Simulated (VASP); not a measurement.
# SnTe (F-43m) in VASP: notebook

SnTe is run at these levels: PBE, PBEsol, RPBE; tasks: relaxation of cell and atoms.

Everything below comes from runs of VASP 6.6.1. Logs are shortened: lines on timing, memory, paths and dates and some standing lists are left out, and cuts for length are marked.

## 1. The cell of the first run

Symmetry: F-43m, No. 216, cubic system. Conventional cell: a = 7.222 Å, b = 7.222 Å, c = 7.222 Å, α = 90.00°, β = 90.00°, γ = 90.00°. Te (site symmetry -43m) has 4 Sn at 3.13 Å within 4.1 Å. Within 4.1 Å of Sn (site symmetry -43m) lie 4 Te at 3.13 Å.

## 2. Relaxation of cell and atoms, PBE

INCAR

```
ALGO = Normal
EDIFF = 1E-6
EDIFFG = -0.01
ENCUT = 600
GGA = PE
IBRION = 2
ISIF = 3
ISMEAR = -1
LASPH = T
LCHARG = F
LREAL = F
LWAVE = F
NELM = 80
NSW = 60
PREC = Accurate
SIGMA = 0.05
```

KPOINTS

```
k-points
0
Gamma
  7 7 7
```

POSCAR

```
SnTe
1.0
    0.0000000000      3.6111460000      3.6111460000
    3.6111460000      0.0000000000      3.6111460000
    3.6111460000      3.6111460000      0.0000000000
Te Sn
1 1
Direct
    0.2500000000      0.2500000000      0.2500000000
    0.0000000000      0.0000000000      0.0000000000
```

Potentials or basis: VASP PAW PBE potentials, release 64 (Te, Sn_d).

The run is started by

```bash
$ cat potpaw_PBE.64/Te/POTCAR potpaw_PBE.64/Sn_d/POTCAR > POTCAR
$ mpirun -np 1 vasp_std > vasp.out
```

OUTCAR:

```text
EDIFF = 1E-6
   EDIFFG = -0.01
   ENCUT = 600
   GGA = PE
   IBRION = 2
   ISIF = 3
   ISMEAR = -1
   LASPH = T
   LREAL = F
   NELM = 80
   NSW = 60
   PREC = Accurate

 ion  position               nearest neighbor table
   1  0.250  0.250  0.250-   2 3.13   2 3.13   2 3.13   2 3.13
   2  0.000  0.000  0.000-   1 3.13   1 3.13   1 3.13   1 3.13

  LATTYP: Found a face centered cubic cell.
 ALAT       =     7.2222920000

  Lattice vectors:

 A1 = (   0.0000000000,   3.6111460000,   3.6111460000)
 A2 = (   3.6111460000,   0.0000000000,   3.6111460000)
 A3 = (   3.6111460000,   3.6111460000,   0.0000000000)

Analysis of symmetry for initial positions (statically):
=====================================================================
 Subroutine PRICEL returns:
 Original cell was already a primitive cell.

 Routine SETGRP: Setting up the symmetry group for a
 face centered cubic supercell.

 Subroutine GETGRP returns: Found 24 space group operations
 (whereof 24 operations were pure point group operations)
 out of a pool of 48 trial point group operations.

The static configuration has the point symmetry T_d .

Analysis of symmetry for dynamics (positions and initial velocities):
=====================================================================
 Subroutine PRICEL returns:
 Original cell was already a primitive cell.

 Routine SETGRP: Setting up the symmetry group for a
 face centered cubic supercell.

 Subroutine GETGRP returns: Found 24 space group operations
 (whereof 24 operations were pure point group operations)
 out of a pool of 48 trial point group operations.

The dynamic configuration has the point symmetry T_d .

 Subroutine INISYM returns: Found 24 space group operations
 (whereof 24 operations are pure point group operations),
 and found     1 'primitive' translations

----------------------------------------------------------------------------------------

                                     Primitive cell

  volume of cell :      94.1814

  direct lattice vectors                    reciprocal lattice vectors
     0.000000000  3.611146000  3.611146000    -0.138460201  0.138460201  0.138460201
     3.611146000  0.000000000  3.611146000     0.138460201 -0.138460201  0.138460201
     3.611146000  3.611146000  0.000000000     0.138460201  0.138460201 -0.138460201

  length of vectors
     5.106931649  5.106931649  5.106931649     0.239820102  0.239820102  0.239820102

  position of ions in fractional coordinates (direct lattice)
     0.250000000  0.250000000  0.250000000
     0.000000000  0.000000000  0.000000000

  ion indices of the primitive-cell ions
   primitive index   ion index
                 1           1
                 2           2

----------------------------------------------------------------------------------------

 KPOINTS: k-points

Automatic generation of k-mesh.
 Grid dimensions read from file:
 generate k-points for:    7    7    7

 Generating k-lattice:

  Cartesian coordinates                     Fractional coordinates (reciprocal lattice)
    -0.019780029  0.019780029  0.019780029     0.142857143  0.000000000  0.000000000
     0.019780029 -0.019780029  0.019780029     0.000000000  0.142857143  0.000000000
     0.019780029  0.019780029 -0.019780029     0.000000000  0.000000000  0.142857143

  Length of vectors
     0.034260015  0.034260015  0.034260015

  Shift w.r.t. Gamma in fractional coordinates (k-lattice)
     0.000000000  0.000000000  0.000000000

 Subroutine IBZKPT returns following result:
 ===========================================

 Found     20 irreducible k-points:

 Following reciprocal coordinates:
            Coordinates               Weight
  0.000000  0.000000  0.000000      1.000000
  0.142857  0.000000  0.000000      8.000000
  0.285714  0.000000  0.000000      8.000000
  0.428571  0.000000  0.000000      8.000000
  0.142857  0.142857  0.000000      6.000000
  0.285714  0.142857  0.000000     24.000000
[... 12 lines left out ...]
 -0.428571  0.428571  0.142857     24.000000
 -0.285714  0.428571  0.142857     24.000000
   k-points           NKPTS =     20   k-points in BZ     NKDIM =     20   number of bands    NBANDS=     14
   number of dos      NEDOS =    301   number of ions     NIONS =      2
   total plane-waves  NPLWV =  74088
   dimension x,y,z NGX =    42 NGY =   42 NGZ =   42
   dimension x,y,z NGXF=    84 NGYF=   84 NGZF=   84
   ions per type =               1   1
   NGX,Y,Z   is equivalent  to a cutoff of  13.67, 13.67, 13.67 a.u.
   NGXF,Y,Z  is equivalent  to a cutoff of  27.34, 27.34, 27.34 a.u.
 SYSTEM =  unknown system
   PREC   = accura    normal or accurate (medium, high low for compatibility)
   ISTART =      0    job   : 0-new  1-cont  2-samecut
   ICHARG =      2    charge: 1-file 2-atom 10-const
   ISPIN  =      1    spin polarized calculation?
   LNONCOLLINEAR =      F non collinear calculations
   LSORBIT =      F    spin-orbit coupling
   LASPH  =      T    aspherical Exc in radial PAW
   ENCUT  =  600.0 eV  44.10 Ry    6.64 a.u.  10.20 10.20 10.20*2*pi/ulx,y,z
   NELM   =     80;   NELMIN=  2; NELMDL= -5     # of ELM steps
   EDIFF  = 0.1E-05   stopping-criterion for ELM
   LREAL  =      F    real-space projection
   EDIFFG = -.1E-01   stopping-criterion for IOM
   NSW    =     60    number of steps for IOM
   IBRION =      2    ionic relax: 0-MD 1-quasi-New 2-CG
   NFREE  =      1    steps in history (QN), initial steepest desc. (CG)
   ISIF   =      3    stress and relaxation
   ISYM   =      2    0-nonsym 1-usesym 2-fastsym
   POTIM  = 0.5000    time-step for ionic-motion
   TEBEG  =    0.0;   TEEND  =   0.0 temperature during run
   PSTRESS=    0.0 pullay stress
   NELECT =      20.0000    total number of electrons
   NUPDOWN=      -1.0000    fix difference up-down
   EMIN   =  10.00;   EMAX   =-10.00  energy-range for DOS
   EFERMI =   0.00;   METHOD = LEGACY
   ISMEAR =    -1;   SIGMA  =   0.05  broadening in eV -4-tet -1-fermi 0-gaus
   EFERMI_NEDOS =   21; number of points for ismear=-14 and -15
   IALGO  =     38    algorithm
   IMIX   =      4    mixing-type and parameters
     AMIX     =   0.40;   BMIX     =  1.00
     AMIX_MAG =   1.60;   BMIX_MAG =  1.00
  volume/ion in A,a.u.               =      47.09       317.78
  Fermi-wavevector in a.u.,A,eV,Ry     =   0.976704  1.845704 12.979296  0.953951
  Thomas-Fermi vector in A             =   2.107344
   LORBIT       =      0    0 simple, 1 ext, 2 COOP (PROOUT), +10 PAW based schemes
   GGA     = PE    functional components
   LHFCALC =     F    Hartree Fock is set to
   AEXX    =    0.0000 exact exchange contribution
   IVDW    =     0    specifies the selected vdW correction
   LEPSILON=     F    determine dielectric tensor
   LRPA    =     F    only Hartree local field effects (RPA)
 conjugate gradient relaxation of ions
 non-spin polarized calculation
  energy-cutoff  :      600.00
  volume of cell :       94.18
 maximum number of plane-waves:      3166
 NGX is ok and might be reduce to    42
   NGX = 21   NGY = 21   NGZ = 21

--------------------------------------- Ionic step        1  -------------------------------------------

 number of electron      20.0000000 magnetization

 Free energy of the ion-electron system (eV)
  ---------------------------------------------------
  ext. energy  EPLUGINS =         0.00000000
  ---------------------------------------------------
  free energy    TOTEN  =        -7.06509336 eV

  energy without entropy =       -7.06391098  energy(sigma->0) =       -7.06450217

------------------------ aborting loop because EDIFF is reached ----------------------------------------

  FORCE on cell =-STRESS in cart. coord.  units (eV):
  Direction    XX          YY          ZZ          XY          YZ          ZX
  --------------------------------------------------------------------------------------
  -------------------------------------------------------------------------------------
  Total       -0.0300498     -0.0300498     -0.0300498     -0.0000000     -0.0000000     -0.0000000
  in kB       -0.5111962     -0.5111962     -0.5111962     -0.0000000     -0.0000000     -0.0000000
  external PRESSURE =      -0.5111962 kB  Pullay stress =       0.0000000 kB

 VOLUME and BASIS-vectors are now :
 -----------------------------------------------------------------------------
  energy-cutoff  :      600.00
  volume of cell :       94.18
      direct lattice vectors                 reciprocal lattice vectors
     0.000000000  3.611146000  3.611146000    -0.138460201  0.138460201  0.138460201
     3.611146000  0.000000000  3.611146000     0.138460201 -0.138460201  0.138460201
     3.611146000  3.611146000  0.000000000     0.138460201  0.138460201 -0.138460201

 POSITION                                       TOTAL-FORCE (eV/Angst)
 -----------------------------------------------------------------------------------
      1.80557      1.80557      1.80557         0.000000      0.000000      0.000000
      0.00000      0.00000      0.00000        -0.000000     -0.000000     -0.000000
 -----------------------------------------------------------------------------------
    total drift:                               -0.000000     -0.000000     -0.000000

  FREE ENERGIE OF THE ION-ELECTRON SYSTEM (eV)
  ---------------------------------------------------
  free  energy   TOTEN  =        -7.0650933596 eV

  energy  without entropy=       -7.0639109806  energy(sigma->0) =       -7.06450217

--------------------------------------- Ionic step        2  -------------------------------------------

 number of electron      20.0000000 magnetization

 Free energy of the ion-electron system (eV)
  ---------------------------------------------------
  ext. energy  EPLUGINS =         0.00000000
  ---------------------------------------------------
  free energy    TOTEN  =        -7.06512914 eV

  energy without entropy =       -7.06390527  energy(sigma->0) =       -7.06451721

 E-fermi :   3.2148     XC(G=0):  -7.4529

 val. band max:        3.0146894971   @ k =  -0.2857   0.4286   0.1429
 cond. band min:       3.3415223018   @ k =   0.4286   0.4286   0.0000
 fundamental gap:      0.3268328047
 Fermi energy:         3.2148441852

 k-point     1 :       0.0000    0.0000    0.0000
  band No.  band energies     occupation
      1     -18.6094      2.00000
      2     -18.6094      2.00000
      3     -18.6094      2.00000
      4     -18.6007      2.00000
      5     -18.6007      2.00000
      6      -8.3395      2.00000
      7      -1.9804      2.00000
      8       1.2605      2.00000
      9       1.2605      2.00000
     10       1.2605      2.00000
     11       4.2044      0.00000
     12       4.2044      0.00000
     13       4.2044      0.00000
     14       7.3237      0.00000

 k-point     2 :       0.1429    0.0000    0.0000
  band No.  band energies     occupation
      1     -18.6096      2.00000
      2     -18.6091      2.00000
      3     -18.6091      2.00000
      4     -18.6006      2.00000
      5     -18.6006      2.00000
      6      -8.2537      2.00000
      7      -2.3868      2.00000
      8       1.1362      2.00000
      9       1.1362      2.00000
     10       1.3541      2.00000
     11       4.3807      0.00000
     12       4.4117      0.00000
     13       4.4117      0.00000
     14       7.9278      0.00000
[... 275 lines left out ...]
      1     -18.6120      2.00000
      2     -18.6073      2.00000
      3     -18.6068      2.00000
      4     -18.6011      2.00000
      5     -18.6001      2.00000
      6      -7.6155      2.00000
      7      -4.0856      2.00000
      8      -0.1104      2.00000
      9       0.0662      2.00000
     10       2.8907      1.99695
     11       3.9037      0.00000
     12       6.0510      0.00000
     13       6.6361      0.00000
     14       8.5129      0.00000

 k-point    20 :      -0.2857    0.4286    0.1429
  band No.  band energies     occupation
      1     -18.6116      2.00000
      2     -18.6077      2.00000
      3     -18.6068      2.00000
      4     -18.6009      2.00000
      5     -18.6002      2.00000
      6      -7.5926      2.00000
      7      -4.1222      2.00000
      8      -0.2977      2.00000
      9       0.1029      2.00000
     10       3.0147      1.96414
     11       4.5854      0.00000
     12       5.6053      0.00000
     13       6.3455      0.00000
     14       8.2130      0.00000

------------------------ aborting loop because EDIFF is reached ----------------------------------------

  FORCE on cell =-STRESS in cart. coord.  units (eV):
  Direction    XX          YY          ZZ          XY          YZ          ZX
  --------------------------------------------------------------------------------------
  -------------------------------------------------------------------------------------
  Total        0.0089159      0.0089159      0.0089159      0.0000000      0.0000000     -0.0000000
  in kB        0.1520046      0.1520046      0.1520046      0.0000000      0.0000000     -0.0000000
  external PRESSURE =       0.1520046 kB  Pullay stress =       0.0000000 kB

 VOLUME and BASIS-vectors are now :
 -----------------------------------------------------------------------------
  energy-cutoff  :      600.00
  volume of cell :       93.98
      direct lattice vectors                 reciprocal lattice vectors
     0.000000000  3.608528490  3.608528490    -0.138560635  0.138560635  0.138560635
     3.608528490 -0.000000000  3.608528490     0.138560635 -0.138560635  0.138560635
     3.608528490  3.608528490 -0.000000000     0.138560635  0.138560635 -0.138560635

 POSITION                                       TOTAL-FORCE (eV/Angst)
 -----------------------------------------------------------------------------------
      1.80426      1.80426      1.80426         0.000000      0.000000     -0.000000
      7.21706      7.21706      7.21706        -0.000000     -0.000000      0.000000
 -----------------------------------------------------------------------------------
    total drift:                               -0.000000     -0.000000     -0.000000

  FREE ENERGIE OF THE ION-ELECTRON SYSTEM (eV)
  ---------------------------------------------------
  free  energy   TOTEN  =        -7.0651291447 eV

  energy  without entropy=       -7.0639052702  energy(sigma->0) =       -7.06451721

 reached required accuracy - stopping structural energy minimisation
```

It took 63 s on 1 thread of Intel Xeon Platinum 8488C (Sapphire Rapids), shared host; peak memory 0.28 GiB.

What came out:

- Free energy: -7.0651 eV
- Relaxed volume: 46.99 Å³/atom
- Relaxed cell: a = 5.103 Å, b = 5.103 Å, c = 5.103 Å, α = 60.00°, β = 60.00°, γ = 60.00°
- Space group after relaxing (to 0.05 Å): F-43m (No. 216)
- Energy gained by relaxing: 0.0 meV/atom
- Ionic steps: 2
- Pressure after relaxing: 0.0 GPa
- Band gap on the k mesh: 0.33 eV, indirect (least direct gap 0.82 eV)

Final structure:
```xyz
2
Lattice="0.0000 3.6085 3.6085 3.6085 0.0000 3.6085 3.6085 3.6085 0.0000" Properties=species:S:1:pos:R:3 pbc="T T T"
Te    1.8043    1.8043    1.8043
Sn    7.2171    7.2171    7.2171
```

Levels at points of the mesh, in eV from the valence-band top:
```csv
k point,band 6,band 7,band 8,band 9,band 10,band 11,band 12,band 13,band 14
"(0.00, 0.00, 0.00)",-11.35,-5.00,-1.75,-1.75,-1.75,1.19,1.19,1.19,4.31
```

Caveat: spin-orbit coupling is left out, which moves the levels of the heavy elements. A k mesh can miss the band edges.

## 3. Relaxation of cell and atoms, PBEsol

INCAR

```
  ALGO = Normal
  EDIFF = 1E-7
  EDIFFG = -0.01
  ENCUT = 600
  GGA = PS
  IBRION = 2
  ISIF = 3
  ISMEAR = -1
  LASPH = T
  LCHARG = F
  LREAL = F
  LWAVE = F
  NELM = 60
  NSW = 60
  PREC = Accurate
  SIGMA = 0.05
```

KPOINTS is that of step 2.

POSCAR is that of step 2.

Potentials or basis: VASP PAW PBE potentials, release 64 (Te, Sn_d).

The run is started by

```bash
$ cat potpaw_PBE.64/Te/POTCAR potpaw_PBE.64/Sn_d/POTCAR > POTCAR
$ mpirun -np 1 vasp_std > vasp.out
```

Run time: 1.9 min. Hardware: 1 thread of Intel Xeon Platinum 8488C (Sapphire Rapids), shared host; peak memory 0.28 GiB.

The run converged. Its results:

| Item | Value |
| --- | --- |
| Free energy | -7.6266 eV |
| Relaxed volume | 44.47 Å³/atom |
| Relaxed cell | a = 5.010 Å, b = 5.010 Å, c = 5.010 Å, α = 60.00°, β = 60.00°, γ = 60.00° |
| Space group after relaxing (to 0.05 Å) | F-43m (No. 216) |
| Energy gained by relaxing | 11.7 meV/atom |
| Ionic steps | 3 |
| Pressure after relaxing | 0.0 GPa |
| Band gap on the k mesh | 0.14 eV, indirect (least direct gap 0.72 eV) |

Step by step:
| step | energy change (eV) | largest force (eV/Å) | pressure (GPa) | volume (Å³) |
| --- | --- | --- | --- | --- |
| 1 | 0.0000 | 0.0000 | -1.37 | 94.18 |
| 2 | -0.0234 | 0.0000 | 0.04 | 88.81 |
| 3 | -0.0234 | 0.0000 | 0.00 | 88.93 |

Final structure:
```xyz
2
Lattice="0.0000 3.5428 3.5428 3.5428 0.0000 3.5428 3.5428 3.5428 0.0000" Properties=species:S:1:pos:R:3 pbc="T T T"
Te    1.7714    1.7714    1.7714
Sn    0.0000    0.0000    0.0000
```

Levels at points of the mesh, in eV from the valence-band top:
```
           k point  band 8  band 9  band 10  band 11  band 12  band 13
(0.00, 0.00, 0.00)   -1.91   -1.91    -1.91     1.10     1.10     1.10
```

Caveat: the PAW data sets were made with another functional, which shifts forces and pressure a little; spin-orbit coupling is left out, which moves the levels of the heavy elements. A k mesh can miss the band edges.

## 4. Relaxation of cell and atoms, RPBE

INCAR

```
SYSTEM = SnTe
PREC = Accurate
ENCUT = 600
EDIFF = 1E-6
ISMEAR = -1
SIGMA = 0.05
LREAL = .FALSE.
LASPH = .TRUE.
NELM = 60
ALGO = Normal
ISIF = 3
LWAVE = .FALSE.
LCHARG = .FALSE.
GGA = RP
IBRION = 2
NSW = 60
EDIFFG = -0.01
```

KPOINTS

```
regular mesh
0
G
  7 7 7
  0 0 0
```

POSCAR is that of step 3.

The run is started by

```bash
$ cat potpaw_PBE.64/Te/POTCAR potpaw_PBE.64/Sn_d/POTCAR > POTCAR
$ mpirun -np 1 vasp_std > vasp.out
```

Run time: 2.3 min. Hardware: 1 thread of Intel Xeon Platinum 8488C (Sapphire Rapids), shared host; peak memory 0.29 GiB.

The run converged. Its results:

```
Free energy                            : -6.5401 eV
Relaxed volume                         : 48.97 Å³/atom
Relaxed cell                           : a = 5.174 Å, b = 5.174 Å, c = 5.174 Å, α = 60.00°, β = 60.00°, γ = 60.00°
Space group after relaxing (to 0.05 Å) : F-43m (No. 216)
Energy gained by relaxing              : 5.3 meV/atom
Ionic steps                            : 4
Pressure after relaxing                : 0.0 GPa
Band gap on the k mesh                 : 0.50 eV, indirect (least direct gap 0.93 eV)
```

Step by step:
| step | energy change (eV) | largest force (eV/Å) | pressure (GPa) | volume (Å³) |
| --- | --- | --- | --- | --- |
| 1 | 0.0000 | 0.0000 | 0.94 | 94.18 |
| 2 | -0.0106 | 0.0000 | -0.04 | 98.02 |
| 3 | -0.0106 | 0.0000 | 0.04 | 97.86 |
| 4 | -0.0106 | 0.0000 | -0.01 | 97.94 |

Final structure:
```yaml
crystal:
  lattice:
    - [0.00000, 3.65855, 3.65855]
    - [3.65855, 0.00000, 3.65855]
    - [3.65855, 3.65855, 0.00000]
  atoms:
    - { symbol: Te, position: [0.25000, 0.25000, 0.25000] }
    - { symbol: Sn, position: [0.00000, 0.00000, 0.00000] }
```

Levels at points of the mesh, in eV from the valence-band top:
```tsv
k point	band 7	band 8	band 9	band 10	band 11	band 12	band 13	band 14
(0.00, 0.00, 0.00)	-5.04	-1.66	-1.66	-1.66	1.26	1.26	1.26	4.63
```

Caveat: the PAW data sets were made with another functional, which shifts forces and pressure a little; spin-orbit coupling is left out, which moves the levels of the heavy elements.

## 5. Summary

```tsv
level	gap on the mesh (eV)	pressure (GPa)	relaxed volume (Å³/atom)
PBE	0.33	0.0	46.99
PBEsol	0.14	0.0	44.47
RPBE	0.50	0.0	48.97
```

Alike in all rows: task relaxation of cell and atoms; potentials or basis VASP PAW PBE potentials, release 64 (Te, Sn_d); no spin polarisation; cell relaxed; k mesh 7 × 7 × 7; cutoff (eV) 600; smearing fermi-dirac 0.05 eV.

Caveats: spin-orbit coupling is left out, which moves the levels of the heavy elements; the PAW data sets were made with another functional, which shifts forces and pressure a little (some runs).

Absolute energies hang on the potentials; compare differences alone.
